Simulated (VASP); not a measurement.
# BaTiO3 (P4mm) in VASP: single point with r2SCAN

Aim: the single point of BaTiO3 with r2SCAN.

Program: VASP 6.6.1. These are calculated values, not measurements. Logs are shortened: lines on timing, memory, paths and dates and some standing lists are left out, and cuts for length are marked.

## (1) The cell of the first run

The structure is tetragonal, space group P4mm (No. 99). The conventional cell has a = 4.051 Å, b = 4.051 Å, c = 4.013 Å, α = 90.00°, β = 90.00°, γ = 90.00°. Ba (site symmetry 4mm) has 12 O at 2.81 to 2.90 Å and 8 Ti at 3.46 to 3.53 Å within 3.7 Å. Ti (site symmetry 4mm) has 6 O at 1.83 to 2.18 Å within 2.4 Å. O (site symmetry 2mm) has 2 Ti at 2.03 Å and 4 Ba at 2.81 to 2.90 Å and 8 O at 2.82 to 2.89 Å within 2.9 Å. Within 2.4 Å of O (site symmetry 4mm) lie 2 Ti at 1.83 to 2.18 Å.

## (2) Single point, r2SCAN, non-collinear spin, zero start, spin-orbit coupling (epitaxial xy strain +2.0%)

Input file POSCAR:

```
BaTiO3
1.0
    4.0514814922      0.0000000000      0.0000000000
    0.0000000000      4.0514814922      0.0000000000
    0.0000000000      0.0000000000      4.0125839363
Ba Ti O
1 1 3
Direct
    0.5000000000      0.5000000000      0.5807531748
    0.0000000000      0.0000000000      0.0960831836
    0.0000000000      0.5000000000      0.0652048700
    0.5000000000      0.0000000000      0.0652048700
    0.0000000000      0.0000000000      0.5527508916
```

Input file INCAR.step1:

```
  PREC = Accurate
  ENCUT = 520
  ISMEAR = 0
  SIGMA = 0.01
  LREAL = False
  LASPH = True
  NELM = 150
  MAGMOM = 0 0 0 0 0 0 0 0 0 0 0 0 0 0 0
  LSORBIT = True
  GGA_COMPAT = False
  LMAXMIX = 4
  NBANDS = 55
  GGA = PE
  ALGO = Normal
  EDIFF = 1E-4
  LWAVE = True
  LCHARG = False
```

Input file INCAR.step2:

```
  PREC = Accurate
  ENCUT = 520
  EDIFF = 1E-6
  ISMEAR = 0
  SIGMA = 0.01
  LREAL = False
  LASPH = True
  NELM = 150
  ALGO = Normal
  ISIF = 2
  LWAVE = False
  LCHARG = False
  MAGMOM = 0 0 0 0 0 0 0 0 0 0 0 0 0 0 0
  LORBIT = 11
  LSORBIT = True
  GGA_COMPAT = False
  LORBMOM = True
  LMAXMIX = 4
  METAGGA = R2SCAN
  LMIXTAU = True
  NBANDS = 55
  ISTART = 1
```

Input file KPOINTS:

```
Automatic mesh
0
Gamma
  6 6 6
```

Potentials or basis: VASP PAW PBE potentials, release 64 (Ba_sv, Ti_sv, O).

The run is started by

```
$ cat potpaw_PBE.64/Ba_sv/POTCAR potpaw_PBE.64/Ti_sv/POTCAR potpaw_PBE.64/O/POTCAR > POTCAR
$ cp INCAR.step1 INCAR
$ mpirun -np 1 vasp_ncl > vasp.out
$ cp INCAR.step2 INCAR
$ mpirun -np 1 vasp_ncl > vasp.out
```

OUTCAR:

```text
PREC = Accurate
   ENCUT = 520
   EDIFF = 1E-6
   ISMEAR = 0
   LREAL = False
   LASPH = True
   NELM = 150
   ISIF = 2
   LORBIT = 11
   LSORBIT = True
   METAGGA = R2SCAN
   ISTART = 1

 ion  position               nearest neighbor table
   1  0.500  0.500  0.581-   3 2.81   4 2.81   4 2.81   3 2.81   5 2.87   5 2.87   5 2.87   5 2.87
                             3 2.90   4 2.90   3 2.90   4 2.90   2 3.46   2 3.46   2 3.46   2 3.46
   2  0.000  0.000  0.096-   5 1.83   4 2.03   3 2.03   3 2.03   4 2.03   5 2.18   1 3.46   1 3.46
                             1 3.46   1 3.46   1 3.53   1 3.53   1 3.53   1 3.53
   3  0.000  0.500  0.065-   2 2.03   2 2.03   1 2.81   1 2.81   1 2.90   1 2.90
   4  0.500  0.000  0.065-   2 2.03   2 2.03   1 2.81   1 2.81   1 2.90   1 2.90
   5  0.000  0.000  0.553-   2 1.83   2 2.18   1 2.87   1 2.87   1 2.87   1 2.87

  LATTYP: Found a simple tetragonal cell.
 ALAT       =     4.0514814922
 C/A-ratio  =     0.9903991772

  Lattice vectors:

 A1 = (   4.0514814922,   0.0000000000,   0.0000000000)
 A2 = (   0.0000000000,   4.0514814922,   0.0000000000)
 A3 = (   0.0000000000,   0.0000000000,   4.0125839363)

Analysis of symmetry for initial positions (statically):
=====================================================================
 Subroutine PRICEL returns:
 Original cell was already a primitive cell.

 Routine SETGRP: Setting up the symmetry group for a
 simple tetragonal supercell.

 Subroutine GETGRP returns: Found  8 space group operations
 (whereof  8 operations were pure point group operations)
 out of a pool of 16 trial point group operations.

The static configuration has the point symmetry C_4v.

Analysis of symmetry for dynamics (positions and initial velocities):
=====================================================================
 Subroutine PRICEL returns:
 Original cell was already a primitive cell.

 Routine SETGRP: Setting up the symmetry group for a
 simple tetragonal supercell.

 Subroutine GETGRP returns: Found  8 space group operations
 (whereof  8 operations were pure point group operations)
 out of a pool of 16 trial point group operations.

The dynamic configuration has the point symmetry C_4v.

Analysis of structural, dynamic, and magnetic symmetry:
=====================================================================
 Subroutine PRICEL returns:
 Original cell was already a primitive cell.

 Routine SETGRP: Setting up the symmetry group for a
 simple tetragonal supercell.

 Subroutine GETGRP returns: Found  8 space group operations
 (whereof  8 operations were pure point group operations)
 out of a pool of 16 trial point group operations.

The overall configuration has the point symmetry C_4v.

 Subroutine INISYM returns: Found  8 space group operations
 (whereof  8 operations are pure point group operations),
 and found     1 'primitive' translations

----------------------------------------------------------------------------------------

                                     Primitive cell

  volume of cell :      65.8646

  direct lattice vectors                    reciprocal lattice vectors
     4.051481492  0.000000000  0.000000000     0.246823292  0.000000000  0.000000000
     0.000000000  4.051481492  0.000000000     0.000000000  0.246823292  0.000000000
     0.000000000  0.000000000  4.012583936     0.000000000  0.000000000  0.249215971

  length of vectors
     4.051481492  4.051481492  4.012583936     0.246823292  0.246823292  0.249215971

  position of ions in fractional coordinates (direct lattice)
     0.500000000  0.500000000  0.580753175
     0.000000000  0.000000000  0.096083184
     0.000000000  0.500000000  0.065204870
     0.500000000  0.000000000  0.065204870
     0.000000000  0.000000000  0.552750892

  ion indices of the primitive-cell ions
   primitive index   ion index
                 1           1
                 2           2
                 3           3
                 4           4
                 5           5

----------------------------------------------------------------------------------------

 KPOINTS: Automatic mesh

Automatic generation of k-mesh.
 Grid dimensions read from file:
 generate k-points for:    6    6    6

 Generating k-lattice:

  Cartesian coordinates                     Fractional coordinates (reciprocal lattice)
     0.041137215  0.000000000  0.000000000     0.166666667  0.000000000  0.000000000
     0.000000000  0.041137215  0.000000000     0.000000000  0.166666667  0.000000000
     0.000000000  0.000000000  0.041535995     0.000000000  0.000000000  0.166666667

  Length of vectors
     0.041137215  0.041137215  0.041535995

  Shift w.r.t. Gamma in fractional coordinates (k-lattice)
     0.000000000  0.000000000  0.000000000

 Subroutine IBZKPT returns following result:
 ===========================================
[... 77 lines left out ...]
   LEPSILON=     F    determine dielectric tensor
   LRPA    =     F    only Hartree local field effects (RPA)
 Gauss-broadening in eV      SIGMA  =   0.01
  energy-cutoff  :      520.00
  volume of cell :       65.86
 maximum number of plane-waves:      3590
   NGX = 15   NGY = 15   NGZ = 15

 number of electron      39.9999982 magnetization      -0.0000000      0.0000000      0.0000000

 number of electron      39.9999982 magnetization      -0.0000000     -0.0000000      0.0000000

 Free energy of the ion-electron system (eV)
  ---------------------------------------------------
  ext. energy  EPLUGINS =         0.00000000
  ---------------------------------------------------
  free energy    TOTEN  =       -74.41924177 eV

  energy without entropy =      -74.41924177  energy(sigma->0) =      -74.41924177

 E-fermi :   3.5588     XC(G=0): -11.7569

 val. band max:        3.3816045324   @ k =   0.5000   0.5000   0.5000
 cond. band min:       5.5215335735   @ k =   0.0000   0.0000   0.0000
 fundamental gap:      2.1399290411
 Fermi energy:         3.5588302953

 k-point     1 :       0.0000    0.0000    0.0000
  band No.  band energies     occupation
      1     -55.4947      1.00000
      2     -55.4947      1.00000
      3     -31.1031      1.00000
      4     -31.1031      1.00000
      5     -30.4749      1.00000
      6     -30.4749      1.00000
[... 1309 lines left out ...]
     51      11.3690      0.00000
     52      11.3837      0.00000

 [... further k-points ...]

 [bands above 52 left out]

------------------------ aborting loop because EDIFF is reached ----------------------------------------

  FORCE on cell =-STRESS in cart. coord.  units (eV):
  Direction    XX          YY          ZZ          XY          YZ          ZX
  --------------------------------------------------------------------------------------
  -------------------------------------------------------------------------------------
  Total       -1.5500820     -1.5500820      0.8425095      0.0000000     -0.0000000      0.0000000
  in kB      -37.7062550    -37.7062550     20.4943205      0.0000000     -0.0000000      0.0000000
  external PRESSURE =     -18.3060632 kB  Pullay stress =       0.0000000 kB

 VOLUME and BASIS-vectors are now :
 -----------------------------------------------------------------------------
  energy-cutoff  :      520.00
  volume of cell :       65.86
      direct lattice vectors                 reciprocal lattice vectors
     4.051481492  0.000000000  0.000000000     0.246823292  0.000000000  0.000000000
     0.000000000  4.051481492  0.000000000     0.000000000  0.246823292  0.000000000
     0.000000000  0.000000000  4.012583936     0.000000000  0.000000000  0.249215971

 POSITION                                       TOTAL-FORCE (eV/Angst)
 -----------------------------------------------------------------------------------
      2.02574      2.02574      2.33032         0.000000      0.000000     -0.020386
      0.00000      0.00000      0.38554        -0.000000     -0.000000     -0.153092
      0.00000      2.02574      0.26164        -0.000000     -0.000000      0.012947
      2.02574      0.00000      0.26164        -0.000000      0.000000      0.012947
      0.00000      0.00000      2.21796        -0.000000     -0.000000      0.147584
 -----------------------------------------------------------------------------------
    total drift:                                0.000000     -0.000000     -0.007270

  FREE ENERGIE OF THE ION-ELECTRON SYSTEM (eV)
  ---------------------------------------------------
  free  energy   TOTEN  =       -74.4192417679 eV

  energy  without entropy=      -74.4192417679  energy(sigma->0) =      -74.41924177

 orbital moment (x)

 # of ion     p       d       tot
 ----------------------------------------
  1         0.000   0.000   0.000
  2         0.000  -0.000  -0.000
  3        -0.000   0.000  -0.000
  4         0.000   0.000   0.000
  5         0.000   0.000   0.000
 ----------------------------------------
           -0.000  -0.000  -0.000

 orbital moment (y)

 # of ion     p       d       tot
 ----------------------------------------
  1         0.000   0.000   0.000
  2         0.000   0.000   0.000
  3         0.000   0.000   0.000
  4         0.000   0.000   0.000
  5         0.000   0.000   0.000
 ----------------------------------------
            0.000   0.000   0.000

 orbital moment (z)

 # of ion     p       d       tot
 ----------------------------------------
  1         0.000   0.000   0.000
  2         0.000   0.000   0.000
  3         0.000   0.000   0.000
  4        -0.000   0.000  -0.000
  5         0.000   0.000   0.000
 ----------------------------------------
            0.000   0.000   0.000

 Spin-Orbit-Coupling matrix elements

 Ion:    1  E_soc:     -0.3618452
 l=   1
     0.0000000    -0.0601802    -0.0601634
    -0.0601802     0.0000000    -0.0601802
    -0.0601634    -0.0601802     0.0000000
 l=   2
     0.0000000    -0.0000295     0.0000000    -0.0000295    -0.0000993
    -0.0000295     0.0000000    -0.0000772    -0.0000313    -0.0000273
     0.0000000    -0.0000772     0.0000000    -0.0000772     0.0000000
    -0.0000295    -0.0000313    -0.0000772     0.0000000    -0.0000273
    -0.0000993    -0.0000273     0.0000000    -0.0000273     0.0000000
 l=   3
     0.0000000     0.0000000     0.0000000     0.0000000     0.0000000     0.0000000     0.0000000
     0.0000000     0.0000000     0.0000000     0.0000000     0.0000000     0.0000000     0.0000000
     0.0000000     0.0000000     0.0000000     0.0000000     0.0000000     0.0000000     0.0000000
     0.0000000     0.0000000     0.0000000     0.0000000     0.0000000     0.0000000     0.0000000
[... 69 lines left out ...]
 l=   2
     0.0000000     0.0000000     0.0000000     0.0000000     0.0000000
     0.0000000     0.0000000     0.0000000     0.0000000     0.0000000
     0.0000000     0.0000000     0.0000000     0.0000000     0.0000000
     0.0000000     0.0000000     0.0000000     0.0000000     0.0000000
     0.0000000     0.0000000     0.0000000     0.0000000     0.0000000
 l=   3
     0.0000000     0.0000000     0.0000000     0.0000000     0.0000000     0.0000000     0.0000000
     0.0000000     0.0000000     0.0000000     0.0000000     0.0000000     0.0000000     0.0000000
     0.0000000     0.0000000     0.0000000     0.0000000     0.0000000     0.0000000     0.0000000
     0.0000000     0.0000000     0.0000000     0.0000000     0.0000000     0.0000000     0.0000000
     0.0000000     0.0000000     0.0000000     0.0000000     0.0000000     0.0000000     0.0000000
     0.0000000     0.0000000     0.0000000     0.0000000     0.0000000     0.0000000     0.0000000
     0.0000000     0.0000000     0.0000000     0.0000000     0.0000000     0.0000000     0.0000000

 total charge

# of ion       s       p       d       tot
------------------------------------------
    1        2.016   5.664   0.289   7.969
    2        2.207   6.259   1.660  10.127
    3        1.565   3.486   0.000   5.051
    4        1.565   3.486   0.000   5.051
    5        1.573   3.497   0.000   5.070
--------------------------------------------------
tot          8.927  22.391   1.949  33.267

 magnetization (x)

# of ion       s       p       d       tot
------------------------------------------
    1        0.000   0.000  -0.000  -0.000
    2       -0.000  -0.000   0.000  -0.000
    3        0.000   0.000   0.000   0.000
    4        0.000  -0.000   0.000  -0.000
    5       -0.000   0.000   0.000   0.000
--------------------------------------------------
tot         -0.000   0.000  -0.000  -0.000

 magnetization (y)

# of ion       s       p       d       tot
------------------------------------------
    1       -0.000   0.000  -0.000  -0.000
    2        0.000   0.000   0.000   0.000
    3        0.000   0.000   0.000   0.000
    4        0.000   0.000   0.000   0.000
    5        0.000   0.000   0.000   0.000
--------------------------------------------------
tot         -0.000   0.000  -0.000  -0.000

 magnetization (z)

# of ion       s       p       d       tot
------------------------------------------
    1        0.000   0.000   0.000   0.000
    2        0.000   0.000  -0.000  -0.000
    3        0.000   0.000   0.000   0.000
    4       -0.000   0.000   0.000  -0.000
    5        0.000   0.000   0.000   0.000
--------------------------------------------------
tot          0.000   0.000  -0.000   0.000
```

Wall time 39 min (1 thread of Oxide Virtual Turin-like, shared host); peak memory 0.5 GiB.

What came out:

- Free energy: -74.4192 eV
- Pressure: -1.8 GPa
- Largest force: 0.153 eV/Å
- Net moment: 0.00 μB per cell
- Valence electrons inside the program's atomic spheres: Ba 7.97; Ti 10.13; O 5.05, 5.07 (each value once)

Forces on the atoms (eV/Å):
```
Ba   0.000  0.000 -0.020
Ti   0.000  0.000 -0.153
O    0.000  0.000  0.013
O    0.000  0.000  0.013
O    0.000  0.000  0.148
```

Moments on the atoms (μB; x, y, z):
```
Ba  0.00 0.00 0.00
Ti  0.00 0.00 0.00
O   0.00 0.00 0.00
O   0.00 0.00 0.00
O   0.00 0.00 0.00
```

Caveat: the cell differs from its parent crystal (epitaxial xy strain +2.0%); the PAW data sets were made with another functional, which shifts forces and pressure a little.
